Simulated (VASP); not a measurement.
# V (Fm-3m) in VASP: a series of runs

V is run at these levels: PBE; tasks: relaxation of cell and atoms, single point.

Program: VASP 6.6.1. These are calculated values, not measurements. Logs are shortened: lines on timing, memory, paths and dates and some standing lists are left out, and cuts for length are marked.

**1. The cell of the first run**

It takes space group Fm-3m (No. 225, cubic). Conventional cell: a = 3.810 Å, b = 3.810 Å, c = 3.810 Å, α = 90.00°, β = 90.00°, γ = 90.00°. V (site symmetry m-3m) has 12 V at 2.69 Å within 3.6 Å.

This isn't the form of V at room conditions, which is bcc.

**2. Relaxation of cell and atoms, PBE, collinear spin, ferromagnetic start**

Input file INCAR:

```
ALGO = Normal ; EDIFF = 1E-7
EDIFFG = -0.01 ; ENCUT = 600
GGA = PE ; IBRION = 2
ISIF = 3 ; ISMEAR = -1
ISPIN = 2 ; LASPH = True
LCHARG = False ; LMAXMIX = 4
LORBIT = 11 ; LREAL = False
LWAVE = False ; MAGMOM = 1
NELM = 150 ; NSW = 80
PREC = Accurate ; SIGMA = 0.05
```

Input file KPOINTS:

```
k-points
0
Gamma
  14 14 14
```

Input file POSCAR:

```
V
1.0
    0.0000000000      1.9050006274      1.9050006274
    1.9050006274      0.0000000000      1.9050006274
    1.9050006274      1.9050006274      0.0000000000
V
1
Direct
    0.0000000000      0.0000000000      0.0000000000
```

Potentials or basis: VASP PAW PBE potentials, release 64 (V_sv).

On the command line:

```console
cat potpaw_PBE.64/V_sv/POTCAR > POTCAR
mpirun -np 1 vasp_std > vasp.out
```

OUTCAR:

```text
EDIFF = 1E-7
   EDIFFG = -0.01
   ENCUT = 600
   GGA = PE
   IBRION = 2
   ISIF = 3
   ISMEAR = -1
   ISPIN = 2
   LASPH = True
   LORBIT = 11
   LREAL = False
   NELM = 150
   NSW = 80
   PREC = Accurate

 ion  position               nearest neighbor table
   1  0.000  0.000  0.000-

  LATTYP: Found a face centered cubic cell.
 ALAT       =     3.8100012548

  Lattice vectors:

 A1 = (   0.0000000000,   1.9050006274,   1.9050006274)
 A2 = (   1.9050006274,   0.0000000000,   1.9050006274)
 A3 = (   1.9050006274,   1.9050006274,   0.0000000000)

Analysis of symmetry for initial positions (statically):
=====================================================================
 Subroutine PRICEL returns:
 Original cell was already a primitive cell.

 Routine SETGRP: Setting up the symmetry group for a
 face centered cubic supercell.

 Subroutine GETGRP returns: Found 48 space group operations
 (whereof 48 operations were pure point group operations)
 out of a pool of 48 trial point group operations.

The static configuration has the point symmetry O_h .

Analysis of symmetry for dynamics (positions and initial velocities):
=====================================================================
 Subroutine PRICEL returns:
 Original cell was already a primitive cell.

 Routine SETGRP: Setting up the symmetry group for a
 face centered cubic supercell.

 Subroutine GETGRP returns: Found 48 space group operations
 (whereof 48 operations were pure point group operations)
 out of a pool of 48 trial point group operations.

The dynamic configuration has the point symmetry O_h .

Analysis of structural, dynamic, and magnetic symmetry:
=====================================================================
 Subroutine PRICEL returns:
 Original cell was already a primitive cell.

 Routine SETGRP: Setting up the symmetry group for a
 face centered cubic supercell.

 Subroutine GETGRP returns: Found 48 space group operations
 (whereof 48 operations were pure point group operations)
 out of a pool of 48 trial point group operations.

The overall configuration has the point symmetry O_h .

 Subroutine INISYM returns: Found 48 space group operations
 (whereof 48 operations are pure point group operations),
 and found     1 'primitive' translations

----------------------------------------------------------------------------------------

                                     Primitive cell

  volume of cell :      13.8266

  direct lattice vectors                    reciprocal lattice vectors
     0.000000000  1.905000627  1.905000627    -0.262467105  0.262467105  0.262467105
     1.905000627  0.000000000  1.905000627     0.262467105 -0.262467105  0.262467105
     1.905000627  1.905000627  0.000000000     0.262467105  0.262467105 -0.262467105

  length of vectors
     2.694077724  2.694077724  2.694077724     0.454606361  0.454606361  0.454606361

  position of ions in fractional coordinates (direct lattice)
     0.000000000  0.000000000  0.000000000

  ion indices of the primitive-cell ions
   primitive index   ion index
                 1           1

----------------------------------------------------------------------------------------

 KPOINTS: k-points

Automatic generation of k-mesh.
 Grid dimensions read from file:
 generate k-points for:   14   14   14

 Generating k-lattice:

  Cartesian coordinates                     Fractional coordinates (reciprocal lattice)
    -0.018747650  0.018747650  0.018747650     0.071428571  0.000000000  0.000000000
     0.018747650 -0.018747650  0.018747650     0.000000000  0.071428571  0.000000000
     0.018747650  0.018747650 -0.018747650     0.000000000  0.000000000  0.071428571

  Length of vectors
     0.032471883  0.032471883  0.032471883

  Shift w.r.t. Gamma in fractional coordinates (k-lattice)
     0.000000000  0.000000000  0.000000000

 Subroutine IBZKPT returns following result:
 ===========================================

 Found    104 irreducible k-points:

 Following reciprocal coordinates:
            Coordinates               Weight
  0.000000  0.000000  0.000000      1.000000
  0.071429  0.000000  0.000000      8.000000
  0.142857  0.000000  0.000000      8.000000
  0.214286  0.000000  0.000000      8.000000
  0.285714  0.000000  0.000000      8.000000
  0.357143  0.000000  0.000000      8.000000
[... 16 lines left out ...]
  0.214286  0.142857  0.000000     24.000000
  0.285714  0.142857  0.000000     24.000000
 [... further k-points ...]
   k-points           NKPTS =    104   k-points in BZ     NKDIM =    104   number of bands    NBANDS=     11
   number of dos      NEDOS =    301   number of ions     NIONS =      1
   total plane-waves  NPLWV =  13824
   dimension x,y,z NGX =    24 NGY =   24 NGZ =   24
   dimension x,y,z NGXF=    48 NGYF=   48 NGZF=   48
   ions per type =               1
   NGX,Y,Z   is equivalent  to a cutoff of  14.81, 14.81, 14.81 a.u.
   NGXF,Y,Z  is equivalent  to a cutoff of  29.62, 29.62, 29.62 a.u.
 SYSTEM =  unknown system
   PREC   = accura    normal or accurate (medium, high low for compatibility)
   ISTART =      0    job   : 0-new  1-cont  2-samecut
   ICHARG =      2    charge: 1-file 2-atom 10-const
   ISPIN  =      2    spin polarized calculation?
   LNONCOLLINEAR =      F non collinear calculations
   LSORBIT =      F    spin-orbit coupling
   LASPH  =      T    aspherical Exc in radial PAW
   ENCUT  =  600.0 eV  44.10 Ry    6.64 a.u.   5.38  5.38  5.38*2*pi/ulx,y,z
   NELM   =    150;   NELMIN=  2; NELMDL= -5     # of ELM steps
   EDIFF  = 0.1E-06   stopping-criterion for ELM
   LREAL  =      F    real-space projection
   EDIFFG = -.1E-01   stopping-criterion for IOM
   NSW    =     80    number of steps for IOM
   IBRION =      2    ionic relax: 0-MD 1-quasi-New 2-CG
   NFREE  =      1    steps in history (QN), initial steepest desc. (CG)
   ISIF   =      3    stress and relaxation
   ISYM   =      2    0-nonsym 1-usesym 2-fastsym
   POTIM  = 0.5000    time-step for ionic-motion
   TEBEG  =    0.0;   TEEND  =   0.0 temperature during run
   PSTRESS=    0.0 pullay stress
   NELECT =      13.0000    total number of electrons
   NUPDOWN=      -1.0000    fix difference up-down
   EMIN   =  10.00;   EMAX   =-10.00  energy-range for DOS
   EFERMI =   0.00;   METHOD = LEGACY
   ISMEAR =    -1;   SIGMA  =   0.05  broadening in eV -4-tet -1-fermi 0-gaus
   EFERMI_NEDOS =   21; number of points for ismear=-14 and -15
   IALGO  =     38    algorithm
   IMIX   =      4    mixing-type and parameters
     AMIX     =   0.40;   BMIX     =  1.00
     AMIX_MAG =   1.60;   BMIX_MAG =  1.00
  volume/ion in A,a.u.               =      13.83        93.31
  Fermi-wavevector in a.u.,A,eV,Ry     =   1.603802  3.030747 34.996657  2.572182
  Thomas-Fermi vector in A             =   2.700408
   LORBIT       =     11    0 simple, 1 ext, 2 COOP (PROOUT), +10 PAW based schemes
   GGA     = PE    functional components
   LHFCALC =     F    Hartree Fock is set to
   AEXX    =    0.0000 exact exchange contribution
   IVDW    =     0    specifies the selected vdW correction
   LEPSILON=     F    determine dielectric tensor
   LRPA    =     F    only Hartree local field effects (RPA)
 conjugate gradient relaxation of ions
 spin polarized calculation
  energy-cutoff  :      600.00
  volume of cell :       13.83
 maximum number of plane-waves:       483
 NGX is ok and might be reduce to    24
   NGX = 11   NGY = 11   NGZ = 11

--------------------------------------- Ionic step        1  -------------------------------------------

 number of electron      12.9999997 magnetization       0.0000252

 number of electron      12.9999997 magnetization      -0.0000230

 Free energy of the ion-electron system (eV)
  ---------------------------------------------------
  ext. energy  EPLUGINS =         0.00000000
  ---------------------------------------------------
  free energy    TOTEN  =        -8.75750338 eV

  energy without entropy =       -8.74489192  energy(sigma->0) =       -8.75119765

------------------------ aborting loop because EDIFF is reached ----------------------------------------

  FORCE on cell =-STRESS in cart. coord.  units (eV):
  Direction    XX          YY          ZZ          XY          YZ          ZX
  --------------------------------------------------------------------------------------
  -------------------------------------------------------------------------------------
  Total        0.1008881      0.1008881      0.1008881      0.0000000     -0.0000000      0.0000000
  in kB       11.6905576     11.6905576     11.6905576      0.0000000     -0.0000000      0.0000000
  external PRESSURE =      11.6905576 kB  Pullay stress =       0.0000000 kB
[... 59 lines left out ...]
--------------------------------------- Ionic step        3  -------------------------------------------

 number of electron      12.9999998 magnetization       0.0000001

 number of electron      12.9999998 magnetization      -0.0000001

 Free energy of the ion-electron system (eV)
  ---------------------------------------------------
  ext. energy  EPLUGINS =         0.00000000
  ---------------------------------------------------
  free energy    TOTEN  =        -8.75783088 eV

  energy without entropy =       -8.74515340  energy(sigma->0) =       -8.75149214

 E-fermi :   9.6072     XC(G=0): -12.7317

 val. band max:        9.6064455483   @ k =   0.0714   0.0714   0.0000
 cond. band min:       9.6425835138   @ k =   0.3571   0.1429   0.0000
 fundamental gap:      0.0361379655
 Fermi energy:         9.6071613256

 spin component 1

 k-point     1 :       0.0000    0.0000    0.0000
  band No.  band energies     occupation
      1     -54.4671      1.00000
      2     -27.8251      1.00000
      3     -27.8251      1.00000
      4     -27.8251      1.00000
      5       2.7939      1.00000
      6       9.7773      0.03224
      7       9.7773      0.03224
      8       9.7773      0.03224
      9      11.5113      0.00000
     10      11.5113      0.00000
     11      27.2361      0.00000
[... 309 lines left out ...]
 k-point    24 :       0.2857    0.1429    0.0000
  band No.  band energies     occupation
      1     -54.3716      1.00000
      2     -28.2291      1.00000
      3     -27.9317      1.00000
      4     -27.9237      1.00000
      5       5.1705      1.00000
      6       8.6199      1.00000
      7       9.9665      0.00076
      8      10.4853      0.00000
      9      11.3401      0.00000
     10      12.0524      0.00000
     11      24.9900      0.00000

 [... further k-points ...]

 spin component 2

 k-point     1 :       0.0000    0.0000    0.0000
  band No.  band energies     occupation
      1     -54.4671      1.00000
      2     -27.8251      1.00000
      3     -27.8251      1.00000
      4     -27.8251      1.00000
      5       2.7939      1.00000
      6       9.7773      0.03224
      7       9.7773      0.03224
      8       9.7773      0.03224
      9      11.5113      0.00000
     10      11.5113      0.00000
     11      27.2361      0.00000
[... 350 lines left out ...]
  FREE ENERGIE OF THE ION-ELECTRON SYSTEM (eV)
  ---------------------------------------------------
  free  energy   TOTEN  =        -8.7578308769 eV

  energy  without entropy=       -8.7451534043  energy(sigma->0) =       -8.75149214

 reached required accuracy - stopping structural energy minimisation

 total charge

# of ion       s       p       d       tot
------------------------------------------
    1        2.341   6.225   3.021  11.587

 magnetization (x)

# of ion       s       p       d       tot
------------------------------------------
    1       -0.000   0.000   0.000   0.000
```

Run time: 30 s. Hardware: 1 thread of Intel Xeon 6975P-C (Granite Rapids), shared host; peak memory 0.17 GiB.

Results:

```yaml
Free_energy: -8.7578 eV
Relaxed_volume: 13.92 Å³/atom
Relaxed_cell: a = 2.700 Å, b = 2.700 Å, c = 2.700 Å, α = 60.00°, β = 60.00°, γ = 60.00°
Space_group_after_relaxing_to_0.1_Å: Fm-3m (No. 225)
Energy_gained_by_relaxing: 0.3 meV/atom
Ionic_steps: 3
Pressure_after_relaxing: 0.0 GPa
Net_moment: 0.00 μB per cell
Valence_electrons_inside_the_program's_atomic_spheres: V 11.59
```

Step by step:
```csv
step,energy change (eV),largest force (eV/Å),pressure (GPa),volume (Å³)
1,0.0000,0.0000,1.17,13.83
2,0.0002,0.0000,-1.40,14.03
3,-0.0003,0.0000,0.00,13.92
```

Final structure:
```
V
1.0
     0.00000    1.90915    1.90915
     1.90915    0.00000    1.90915
     1.90915    1.90915    0.00000
V
1
Direct
  0.00000 0.00000 0.00000
```

**3. Single point, PBE, collinear spin, ferromagnetic start (12.24 Å³/atom)**

This run uses another cell than the first one, of 12.24 Å³/atom.

Input file INCAR:

```
PREC     = Accurate       # precision mode
ENCUT    = 520            # plane-wave cutoff, eV
EDIFF    = 1E-6           # SCF threshold, eV
ISMEAR   = -1             # smearing method
SIGMA    = 0.05           # smearing width, eV
LREAL    = F              # projectors in reciprocal space
LASPH    = T              # aspherical terms in the spheres
NELM     = 150            # most SCF steps
ALGO     = Normal         # electronic algorithm
ISIF     = 2              # what is computed and relaxed
LWAVE    = F              # write WAVECAR
LCHARG   = T              # write CHGCAR
ISPIN    = 2              # spin polarisation
MAGMOM   = 1              # initial moments
LORBIT   = 11             # projections on sites
LMAXMIX  = 4              # l up to which the mixer works
GGA      = PE             # functional
LELF     = T              # ELF
LVHAR    = T            
NBANDS   = 16             # bands
```

Input file KPOINTS:

```
regular mesh
0
Gamma
  23 23 23
```

Input file POSCAR:

```
V
1.0
    0.0000000000      1.8289526584      1.8289526584
    1.8289526584      0.0000000000      1.8289526584
    1.8289526584      1.8289526584      0.0000000000
V
1
Direct
    0.0000000000      0.0000000000      0.0000000000
```

Potentials or basis: VASP PAW PBE potentials, release 64 (V_sv).

On the command line:

```console
cat potpaw_PBE.64/V_sv/POTCAR > POTCAR
mpirun -np 1 vasp_std > vasp.out
```

Run time: 50 s. Hardware: 1 thread of Intel Xeon 6975P-C (Granite Rapids), shared host; peak memory 0.21 GiB.

Results (log left out):

```
Free energy                                           : -8.6188 eV
Pressure                                              : 29.0 GPa
Net moment                                            : 0.00 μB per cell
Valence electrons inside the program's atomic spheres : V 11.83
```

Levels at points of the mesh, in eV from the Fermi level:
Spin up:
```csv
k point,band 2,band 3,band 4,band 5,band 6,band 7,band 8,band 9,band 10,band 11
"(0.00, 0.00, 0.00)",-37.11,-37.11,-37.11,-7.14,0.13,0.13,0.13,2.21,2.21,18.37
```
Spin down:
| k point | band 4 | band 5 | band 6 | band 7 | band 8 | band 9 |
| --- | --- | --- | --- | --- | --- | --- |
| (0.00, 0.00, 0.00) | -37.11 | -7.14 | 0.13 | 0.13 | 0.13 | 2.21 |

Caveat: the cell stands under pressure.

(Continued in part 2 of 2.)
